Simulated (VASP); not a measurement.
# GaP (I-4m2) in VASP: notebook

Runs on GaP. Level: PBE. Tasks: single point.

Everything below comes from runs of VASP 6.6.1. Logs are shortened: lines on timing, memory, paths and dates and some standing lists are left out, and cuts for length are marked.

**1. The cell of the first run**

Symmetry: I-4m2, No. 119, tetragonal system. Conventional cell: a = 4.370 Å, b = 4.370 Å, c = 4.369 Å, α = 90.00°, β = 90.00°, γ = 90.00°. Within 3.2 Å of Ga (site symmetry -4m2) lie 4 P at 2.44 Å. P (site symmetry -4m2) has 4 Ga at 2.44 Å within 3.2 Å.

**2. Single point, PBE**

The input, INCAR:

```
SYSTEM = GaP
PREC     = Accurate       ! precision mode
ENCUT    = 520            ! plane-wave cutoff, eV
EDIFF    = 1E-6           ! SCF threshold, eV
ISMEAR   = 0              ! smearing method
SIGMA    = 0.05           ! smearing width, eV
LREAL    = .FALSE.        ! projectors in reciprocal space
LASPH    = .TRUE.         ! aspherical terms in the spheres
NELM     = 80             ! most SCF steps
ALGO     = Normal         ! electronic algorithm
ISIF     = 2              ! what is computed and relaxed
LWAVE    = .FALSE.        ! write WAVECAR
LCHARG   = .FALSE.        ! write CHGCAR
GGA      = PE             ! functional
NBANDS   = 16             ! bands
```

The input, KPOINTS:

```
regular mesh
0
G
  10 10 10
  0 0 0
```

The input, POSCAR:

```
GaP
1.0
    0.0000000000      3.0897736451      2.1844699671
    3.0897736451      0.0000000000      2.1844699671
    3.0897736451      3.0897736451      0.0000000000
Ga P
1 1
Direct
    0.0000000000      0.0000000000      0.0000000000
    0.7500000000      0.7500000000      0.7500000000
```

Potentials or basis: VASP PAW PBE potentials, release 64 (Ga_d, P).

Started as:

```console
> cat potpaw_PBE.64/Ga_d/POTCAR potpaw_PBE.64/P/POTCAR > POTCAR
> mpirun -np 1 vasp_std > vasp.out
```

OUTCAR:

```text
SYSTEM = GaP
   PREC = Accurate
   ENCUT = 520
   EDIFF = 1E-6
   ISMEAR = 0
   LREAL = .FALSE.
   LASPH = .TRUE.
   NELM = 80
   ISIF = 2
   GGA = PE

 ion  position               nearest neighbor table
   1  0.000  0.000  0.000-   2 2.44   2 2.44   2 2.44   2 2.44
   2  0.750  0.750  0.750-   1 2.44   1 2.44   1 2.44   1 2.44

  LATTYP: Found a body centered tetragonal cell.
 ALAT       =     4.3695997936
 C/A-ratio  =     0.9998489886

  Lattice vectors:

 A1 = (   0.0000000000,  -3.0897736451,  -2.1844699671)
 A2 = (   0.0000000000,   3.0897736451,  -2.1844699671)
 A3 = (   3.0897736451,   0.0000000000,   2.1844699671)

Analysis of symmetry for initial positions (statically):
=====================================================================
 Subroutine PRICEL returns:
 Original cell was already a primitive cell.

 Routine SETGRP: Setting up the symmetry group for a
 body centered tetragonal supercell.

 Subroutine GETGRP returns: Found  8 space group operations
 (whereof  8 operations were pure point group operations)
 out of a pool of 16 trial point group operations.

The static configuration has the point symmetry D_2d.

Analysis of symmetry for dynamics (positions and initial velocities):
=====================================================================
 Subroutine PRICEL returns:
 Original cell was already a primitive cell.

 Routine SETGRP: Setting up the symmetry group for a
 body centered tetragonal supercell.

 Subroutine GETGRP returns: Found  8 space group operations
 (whereof  8 operations were pure point group operations)
 out of a pool of 16 trial point group operations.

The dynamic configuration has the point symmetry D_2d.

 Subroutine INISYM returns: Found  8 space group operations
 (whereof  8 operations are pure point group operations),
 and found     1 'primitive' translations

----------------------------------------------------------------------------------------

                                     Primitive cell

  volume of cell :      41.7090

  direct lattice vectors                    reciprocal lattice vectors
     0.000000000  3.089773645  2.184469967    -0.161824152  0.161824152  0.228888475
     3.089773645  0.000000000  2.184469967     0.161824152 -0.161824152  0.228888475
     3.089773645  3.089773645  0.000000000     0.161824152  0.161824152 -0.228888475

  length of vectors
     3.783993950  3.783993950  4.369599794     0.323672746  0.323672746  0.323672746

  position of ions in fractional coordinates (direct lattice)
     0.000000000  0.000000000  0.000000000
     0.750000000  0.750000000  0.750000000

[... 77 lines left out ...]
   LREAL  =      F    real-space projection
   EDIFFG = 0.1E-04   stopping-criterion for IOM
   NSW    =      0    number of steps for IOM
   IBRION =     -1    ionic relax: 0-MD 1-quasi-New 2-CG
   NFREE  =      0    steps in history (QN), initial steepest desc. (CG)
   ISIF   =      2    stress and relaxation
   ISYM   =      2    0-nonsym 1-usesym 2-fastsym
   POTIM  = 0.5000    time-step for ionic-motion
   TEBEG  =    0.0;   TEEND  =   0.0 temperature during run
   PSTRESS=    0.0 pullay stress
   NELECT =      18.0000    total number of electrons
   NUPDOWN=      -1.0000    fix difference up-down
   EMIN   =  10.00;   EMAX   =-10.00  energy-range for DOS
   EFERMI =   0.00;   METHOD = LEGACY
   ISMEAR =     0;   SIGMA  =   0.05  broadening in eV -4-tet -1-fermi 0-gaus
   EFERMI_NEDOS =   21; number of points for ismear=-14 and -15
   IALGO  =     38    algorithm
   IMIX   =      4    mixing-type and parameters
     AMIX     =   0.40;   BMIX     =  1.00
     AMIX_MAG =   1.60;   BMIX_MAG =  1.00
  volume/ion in A,a.u.               =      20.85       140.73
  Fermi-wavevector in a.u.,A,eV,Ry     =   1.237150  2.337875 20.824279  1.530541
  Thomas-Fermi vector in A             =   2.371730
   LORBIT       =      0    0 simple, 1 ext, 2 COOP (PROOUT), +10 PAW based schemes
   GGA     = PE    functional components
   LHFCALC =     F    Hartree Fock is set to
   AEXX    =    0.0000 exact exchange contribution
   IVDW    =     0    specifies the selected vdW correction
   LEPSILON=     F    determine dielectric tensor
   LRPA    =     F    only Hartree local field effects (RPA)
 non-spin polarized calculation
 Gauss-broadening in eV      SIGMA  =   0.05
  energy-cutoff  :      520.00
  volume of cell :       41.71
 maximum number of plane-waves:      1144
   NGX = 15   NGY = 15   NGZ = 17

 number of electron      17.9999998 magnetization

 Free energy of the ion-electron system (eV)
  ---------------------------------------------------
  ext. energy  EPLUGINS =         0.00000000
  ---------------------------------------------------
  free energy    TOTEN  =        -8.64754133 eV

  energy without entropy =       -8.64691693  energy(sigma->0) =       -8.64722913

 E-fermi :   4.5252     XC(G=0):  -9.8332

 val. band max:        4.4894929328   @ k =   0.2000   0.0000   0.1000
 cond. band min:       4.5572722770   @ k =  -0.1000   0.1000   0.0000
 fundamental gap:      0.0677793443
 Fermi energy:         4.5251940540

 k-point     1 :       0.0000    0.0000    0.0000
  band No.  band energies     occupation
      1     -10.2193      2.00000
      2     -10.2193      2.00000
      3     -10.1849      2.00000
      4     -10.1490      2.00000
      5     -10.1088      2.00000
      6      -7.7153      2.00000
[... 433 lines left out ...]
      3     -10.1818      2.00000
      4     -10.1796      2.00000
      5     -10.0723      2.00000
      6      -5.2055      2.00000
[... 8 lines left out ...]
     15      15.2528      0.00000
     16      19.3204      0.00000

 [... further k-points ...]

------------------------ aborting loop because EDIFF is reached ----------------------------------------

  FORCE on cell =-STRESS in cart. coord.  units (eV):
  Direction    XX          YY          ZZ          XY          YZ          ZX
  --------------------------------------------------------------------------------------
  -------------------------------------------------------------------------------------
  Total       -1.7283634     -1.7283634      1.3002302      0.0000000      0.0000000      0.0000000
  in kB      -66.3920744    -66.3920744     49.9460841      0.0000000      0.0000000      0.0000000
  external PRESSURE =     -27.6126882 kB  Pullay stress =       0.0000000 kB

 VOLUME and BASIS-vectors are now :
 -----------------------------------------------------------------------------
  energy-cutoff  :      520.00
  volume of cell :       41.71
      direct lattice vectors                 reciprocal lattice vectors
     0.000000000  3.089773645  2.184469967    -0.161824152  0.161824152  0.228888475
     3.089773645  0.000000000  2.184469967     0.161824152 -0.161824152  0.228888475
     3.089773645  3.089773645  0.000000000     0.161824152  0.161824152 -0.228888475

 POSITION                                       TOTAL-FORCE (eV/Angst)
 -----------------------------------------------------------------------------------
      0.00000      0.00000      0.00000         0.000000      0.000000     -0.000000
      4.63466      4.63466      3.27670        -0.000000     -0.000000      0.000000
 -----------------------------------------------------------------------------------
    total drift:                               -0.000008     -0.000008      0.000003

  FREE ENERGIE OF THE ION-ELECTRON SYSTEM (eV)
  ---------------------------------------------------
  free  energy   TOTEN  =        -8.6475413334 eV

  energy  without entropy=       -8.6469169313  energy(sigma->0) =       -8.64722913
```

Wall time 48 s (1 thread of Intel Xeon Platinum 8259CL at 2.50GHz (Skylake/Cascade Lake), shared host); peak memory 0.21 GiB.

What came out:

* Free energy: -8.6475 eV
* Pressure: -2.8 GPa
* Band gap on the k mesh: zero (band 9 reaches 5.15 eV, above the bottom of band 10 at 4.07 eV)

Stress tensor (GPa, compression positive):
```
-6.64  0.00  0.00
 0.00 -6.64  0.00
 0.00  0.00  4.99
```

Levels at points of the mesh, in eV from the Fermi level:
| k point | band 6 | band 7 | band 8 | band 9 | band 10 | band 11 | band 12 | band 13 |
| --- | --- | --- | --- | --- | --- | --- | --- | --- |
| (0.00, 0.00, 0.00) | -12.24 | -0.58 | -0.58 | 0.62 | 0.75 | 4.06 | 4.79 | 4.79 |
| (0.50, 0.00, 0.00) | -10.20 | -6.39 | -2.10 | -0.51 | 0.33 | 3.56 | 6.25 | 8.44 |
| (0.50, 0.50, 0.00) | -8.75 | -5.18 | -3.88 | -3.88 | -0.11 | 0.89 | 10.04 | 10.04 |
| (0.50, 0.00, 0.50) | -9.92 | -7.25 | -1.59 | -1.38 | 2.64 | 3.15 | 7.48 | 7.52 |

**3. Single point, PBE**

This run uses another cell than the first one, of the same volume but with other edges.

The input, INCAR:

```
  PREC = Accurate
  ENCUT = 520
  EDIFF = 1E-7
  ISMEAR = 0
  SIGMA = 0.05
  LREAL = F
  LASPH = T
  NELM = 60
  ALGO = Normal
  ISIF = 2
  LWAVE = F
  LCHARG = F
  GGA = PE
  NBANDS = 16
```

The input, KPOINTS:

```
regular mesh
0
Gamma
  10 10 10
```

The input, POSCAR:

```
GaP
1.0
    0.0000000000      2.4523549673      3.4676299237
    2.4523549673      0.0000000000      3.4676299237
    2.4523549673      2.4523549673      0.0000000000
Ga P
1 1
Direct
    0.0000000000      0.0000000000      0.0000000000
    0.7500000000      0.7500000000      0.7500000000
```

Potentials or basis: VASP PAW PBE potentials, release 64 (Ga_d, P).

Started as:

```console
> cat potpaw_PBE.64/Ga_d/POTCAR potpaw_PBE.64/P/POTCAR > POTCAR
> mpirun -np 1 vasp_std > vasp.out
```

Run time: 49 s. Hardware: 1 thread of Intel Xeon Platinum 8259CL at 2.50GHz (Skylake/Cascade Lake), shared host; peak memory 0.21 GiB.

The run converged. Its results:

```
Free energy            : -8.1569 eV
Pressure               : -0.5 GPa
Band gap on the k mesh : zero (band 9 reaches 5.42 eV, above the bottom of band 10 at 5.01 eV)
```

Stress tensor (GPa, compression positive):
```
  8.80   0.00   0.00
  0.00   8.80   0.00
  0.00   0.00 -19.19
```

Levels at points of the mesh, in eV from the Fermi level:
| k point | band 6 | band 7 | band 8 | band 9 | band 10 | band 11 | band 12 | band 13 |
| --- | --- | --- | --- | --- | --- | --- | --- | --- |
| (0.00, 0.00, 0.00) | -12.86 | -2.65 | -0.78 | 0.20 | 0.20 | 3.66 | 3.66 | 4.30 |
| (0.50, 0.00, 0.00) | -10.83 | -7.03 | -3.17 | -0.86 | 0.01 | 5.07 | 5.57 | 7.09 |
| (0.50, 0.50, 0.00) | -11.06 | -8.57 | -1.38 | -1.38 | 2.98 | 3.33 | 7.42 | 9.10 |
| (0.50, 0.00, 0.50) | -9.51 | -6.32 | -3.72 | -3.54 | 0.22 | 0.40 | 6.36 | 6.54 |

[end of part 1 of 2]
